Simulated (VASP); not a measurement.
# P (Fm-3m) in VASP: notebook, part 2 of 3

VASP 6.6.1.

## 3. Single point, PBEsol (volume scaled by 1.08)

File INCAR:

```
SYSTEM = P
PREC = Accurate ; ENCUT = 520
EDIFF = 1E-6 ; ISMEAR = -1
SIGMA = 0.1 ; LREAL = .FALSE.
LASPH = .TRUE. ; NELM = 100
ALGO = Normal ; ISIF = 2
LWAVE = .FALSE. ; LCHARG = .FALSE.
GGA = PS ; NBANDS = 8
```

File KPOINTS:

```
Automatic mesh
0
G
  16 16 16
  0 0 0
```

File POSCAR:

```
P
1.0
    0.0000000000      1.9600077368      1.9600077368
    1.9600077368      0.0000000000      1.9600077368
    1.9600077368      1.9600077368      0.0000000000
P
1
Direct
    0.0000000000      0.0000000000      0.0000000000
```

Potentials or basis: VASP PAW PBE potentials, release 64 (P).

On the command line:

```console
> cat potpaw_PBE.64/P/POTCAR > POTCAR
> mpirun -np 1 vasp_std > vasp.out
```

OUTCAR:

```text
SYSTEM = P
   PREC = Accurate
   ENCUT = 520
   EDIFF = 1E-6
   ISMEAR = -1
   LREAL = .FALSE.
   LASPH = .TRUE.
   NELM = 100
   ISIF = 2
   GGA = PS

 ion  position               nearest neighbor table
   1  0.000  0.000  0.000-

  LATTYP: Found a face centered cubic cell.
 ALAT       =     3.9200154736

  Lattice vectors:

 A1 = (   0.0000000000,   1.9600077368,   1.9600077368)
 A2 = (   1.9600077368,   0.0000000000,   1.9600077368)
 A3 = (   1.9600077368,   1.9600077368,   0.0000000000)

Analysis of symmetry for initial positions (statically):
=====================================================================
 Subroutine PRICEL returns:
 Original cell was already a primitive cell.

 Routine SETGRP: Setting up the symmetry group for a
 face centered cubic supercell.

 Subroutine GETGRP returns: Found 48 space group operations
 (whereof 48 operations were pure point group operations)
 out of a pool of 48 trial point group operations.

The static configuration has the point symmetry O_h .

Analysis of symmetry for dynamics (positions and initial velocities):
=====================================================================
 Subroutine PRICEL returns:
 Original cell was already a primitive cell.

 Routine SETGRP: Setting up the symmetry group for a
 face centered cubic supercell.

 Subroutine GETGRP returns: Found 48 space group operations
 (whereof 48 operations were pure point group operations)
 out of a pool of 48 trial point group operations.

The dynamic configuration has the point symmetry O_h .

 Subroutine INISYM returns: Found 48 space group operations
 (whereof 48 operations are pure point group operations),
 and found     1 'primitive' translations

----------------------------------------------------------------------------------------

                                     Primitive cell

  volume of cell :      15.0593

  direct lattice vectors                    reciprocal lattice vectors
     0.000000000  1.960007737  1.960007737    -0.255101034  0.255101034  0.255101034
     1.960007737  0.000000000  1.960007737     0.255101034 -0.255101034  0.255101034
     1.960007737  1.960007737  0.000000000     0.255101034  0.255101034 -0.255101034

  length of vectors
     2.771869524  2.771869524  2.771869524     0.441847952  0.441847952  0.441847952

  position of ions in fractional coordinates (direct lattice)
     0.000000000  0.000000000  0.000000000

  ion indices of the primitive-cell ions
   primitive index   ion index
                 1           1

----------------------------------------------------------------------------------------

 KPOINTS: Automatic mesh

Automatic generation of k-mesh.
 Grid dimensions read from file:
 generate k-points for:   16   16   16

 Generating k-lattice:

  Cartesian coordinates                     Fractional coordinates (reciprocal lattice)
    -0.015943815  0.015943815  0.015943815     0.062500000  0.000000000  0.000000000
     0.015943815 -0.015943815  0.015943815     0.000000000  0.062500000  0.000000000
     0.015943815  0.015943815 -0.015943815     0.000000000  0.000000000  0.062500000

  Length of vectors
     0.027615497  0.027615497  0.027615497

  Shift w.r.t. Gamma in fractional coordinates (k-lattice)
     0.000000000  0.000000000  0.000000000

 Subroutine IBZKPT returns following result:
 ===========================================

 Found    145 irreducible k-points:

 Following reciprocal coordinates:
            Coordinates               Weight
  0.000000  0.000000  0.000000      1.000000
  0.062500  0.000000  0.000000      8.000000
  0.125000  0.000000  0.000000      8.000000
  0.187500  0.000000  0.000000      8.000000
  0.250000  0.000000  0.000000      8.000000
  0.312500  0.000000  0.000000      8.000000
[... 16 lines left out ...]
 -0.125000  0.062500  0.000000     24.000000
 -0.062500  0.062500  0.000000     12.000000
 [... further k-points ...]
   k-points           NKPTS =    145   k-points in BZ     NKDIM =    145   number of bands    NBANDS=      8
   number of dos      NEDOS =    301   number of ions     NIONS =      1
   total plane-waves  NPLWV =  13824
   dimension x,y,z NGX =    24 NGY =   24 NGZ =   24
   dimension x,y,z NGXF=    48 NGYF=   48 NGZF=   48
   ions per type =               1
   NGX,Y,Z   is equivalent  to a cutoff of  14.39, 14.39, 14.39 a.u.
   NGXF,Y,Z  is equivalent  to a cutoff of  28.79, 28.79, 28.79 a.u.
 SYSTEM =  P
   PREC   = accura    normal or accurate (medium, high low for compatibility)
   ISTART =      0    job   : 0-new  1-cont  2-samecut
   ICHARG =      2    charge: 1-file 2-atom 10-const
   ISPIN  =      1    spin polarized calculation?
   LNONCOLLINEAR =      F non collinear calculations
   LSORBIT =      F    spin-orbit coupling
   LASPH  =      T    aspherical Exc in radial PAW
   ENCUT  =  520.0 eV  38.22 Ry    6.18 a.u.   5.15  5.15  5.15*2*pi/ulx,y,z
   NELM   =    100;   NELMIN=  2; NELMDL= -5     # of ELM steps
   EDIFF  = 0.1E-05   stopping-criterion for ELM
   LREAL  =      F    real-space projection
   EDIFFG = 0.1E-04   stopping-criterion for IOM
   NSW    =      0    number of steps for IOM
   IBRION =     -1    ionic relax: 0-MD 1-quasi-New 2-CG
   NFREE  =      0    steps in history (QN), initial steepest desc. (CG)
   ISIF   =      2    stress and relaxation
   ISYM   =      2    0-nonsym 1-usesym 2-fastsym
   POTIM  = 0.5000    time-step for ionic-motion
   TEBEG  =    0.0;   TEEND  =   0.0 temperature during run
   PSTRESS=    0.0 pullay stress
   NELECT =       5.0000    total number of electrons
   NUPDOWN=      -1.0000    fix difference up-down
   EMIN   =  10.00;   EMAX   =-10.00  energy-range for DOS
   EFERMI =   0.00;   METHOD = LEGACY
   ISMEAR =    -1;   SIGMA  =   0.10  broadening in eV -4-tet -1-fermi 0-gaus
   EFERMI_NEDOS =   21; number of points for ismear=-14 and -15
   IALGO  =     38    algorithm
   IMIX   =      4    mixing-type and parameters
     AMIX     =   0.40;   BMIX     =  1.00
     AMIX_MAG =   1.60;   BMIX_MAG =  1.00
  volume/ion in A,a.u.               =      15.06       101.62
  Fermi-wavevector in a.u.,A,eV,Ry     =   1.133610  2.142213 17.484465  1.285072
  Thomas-Fermi vector in A             =   2.270313
   LORBIT       =      0    0 simple, 1 ext, 2 COOP (PROOUT), +10 PAW based schemes
   GGA     = PS    functional components
   LHFCALC =     F    Hartree Fock is set to
   AEXX    =    0.0000 exact exchange contribution
   IVDW    =     0    specifies the selected vdW correction
   LEPSILON=     F    determine dielectric tensor
   LRPA    =     F    only Hartree local field effects (RPA)
 non-spin polarized calculation
  energy-cutoff  :      520.00
  volume of cell :       15.06
 maximum number of plane-waves:       416
 NGX is ok and might be reduce to    24
   NGX = 11   NGY = 11   NGZ = 11

 number of electron       4.9999999 magnetization

 Free energy of the ion-electron system (eV)
  ---------------------------------------------------
  ext. energy  EPLUGINS =         0.00000000
  ---------------------------------------------------
  free energy    TOTEN  =        -5.03511049 eV

  energy without entropy =       -5.01609403  energy(sigma->0) =       -5.02560226

 E-fermi :   9.2143     XC(G=0): -11.3972

 val. band max:        9.2028575434   @ k =   0.2500   0.0625   0.0000
 cond. band min:       9.2390478913   @ k =  -0.3125   0.3750   0.1250
 fundamental gap:      0.0361903479
 Fermi energy:         9.2143040246

 k-point     1 :       0.0000    0.0000    0.0000
  band No.  band energies     occupation
      1      -6.7398      2.00000
      2      15.7358      0.00000
      3      15.7358      0.00000
      4      15.7358      0.00000
      5      20.6248      0.00000
      6      20.6248      0.00000
      7      20.6248      0.00000
      8      26.7227      0.00000

 k-point     2 :       0.0625    0.0000    0.0000
  band No.  band energies     occupation
      1      -6.6334      2.00000
      2      14.8760      0.00000
      3      15.5868      0.00000
      4      15.5868      0.00000
      5      20.6632      0.00000
      6      20.8818      0.00000
      7      20.8818      0.00000
      8      26.3217      0.00000
[... 221 lines left out ...]
 k-point    23 :      -0.1250    0.0625    0.0000
  band No.  band energies     occupation
      1      -6.0680      2.00000
      2      12.2386      0.00000
      3      13.8758      0.00000
      4      15.5700      0.00000
      5      20.6673      0.00000
      6      21.3285      0.00000
      7      22.2153      0.00000
      8      24.3549      0.00000

 k-point    24 :      -0.0625    0.0625    0.0000
  band No.  band energies     occupation
      1      -6.4564      2.00000
      2      14.1408      0.00000
      3      14.5609      0.00000
      4      15.7316      0.00000
      5      20.5872      0.00000
      6      20.9032      0.00000
      7      21.6963      0.00000
      8      25.2967      0.00000

 [... further k-points ...]
[... 5 lines left out ...]
  --------------------------------------------------------------------------------------
  -------------------------------------------------------------------------------------
  Total       -0.6036921     -0.6036921     -0.6036921     -0.0000000      0.0000000      0.0000000
  in kB      -64.2277527    -64.2277527    -64.2277527     -0.0000000      0.0000000      0.0000000
  external PRESSURE =     -64.2277527 kB  Pullay stress =       0.0000000 kB

 VOLUME and BASIS-vectors are now :
 -----------------------------------------------------------------------------
  energy-cutoff  :      520.00
  volume of cell :       15.06
      direct lattice vectors                 reciprocal lattice vectors
     0.000000000  1.960007737  1.960007737    -0.255101034  0.255101034  0.255101034
     1.960007737  0.000000000  1.960007737     0.255101034 -0.255101034  0.255101034
     1.960007737  1.960007737  0.000000000     0.255101034  0.255101034 -0.255101034

 POSITION                                       TOTAL-FORCE (eV/Angst)
 -----------------------------------------------------------------------------------
      0.00000      0.00000      0.00000         0.000000      0.000000      0.000000
 -----------------------------------------------------------------------------------
    total drift:                                0.000000     -0.000000     -0.000000

  FREE ENERGIE OF THE ION-ELECTRON SYSTEM (eV)
  ---------------------------------------------------
  free  energy   TOTEN  =        -5.0351104864 eV

  energy  without entropy=       -5.0160940332  energy(sigma->0) =       -5.02560226
```

OSZICAR:

```text
N       E                     dE             d eps       ncg     rms          rms(c)
DAV:   1     0.785642638055E+00    0.78564E+00   -0.21592E+03  2408   0.459E+02
DAV:   2    -0.500042983015E+01   -0.57861E+01   -0.55106E+01  3592   0.484E+01
DAV:   3    -0.504834177547E+01   -0.47912E-01   -0.47673E-01  2608   0.502E+00
DAV:   4    -0.504840644379E+01   -0.64668E-04   -0.64669E-04  3856   0.195E-01
DAV:   5    -0.504840645721E+01   -0.13420E-07   -0.12495E-07  2600   0.189E-03    0.372E+00
DAV:   6    -0.503891178738E+01    0.94947E-02   -0.66448E-03  2728   0.403E-01    0.215E+00
DAV:   7    -0.503512226552E+01    0.37895E-02   -0.10477E-02  2568   0.510E-01    0.132E-01
DAV:   8    -0.503511079199E+01    0.11474E-04   -0.86488E-05  3440   0.606E-02    0.215E-02
DAV:   9    -0.503511048642E+01    0.30557E-06   -0.62661E-07  2912   0.703E-03
   1 F= -.50351105E+01 E0= -.50256023E+01  d E =-.190165E-01
```

It took 5.9 s on 1 thread of Intel Xeon 6975P-C, shared host; peak memory 0.14 GiB.

Results:

```
Free energy : -5.0351 eV
Pressure    : -6.4 GPa
```

Caveat: the PAW data sets were made with another functional, which shifts forces and pressure a little.

[end of part 2 of 3]
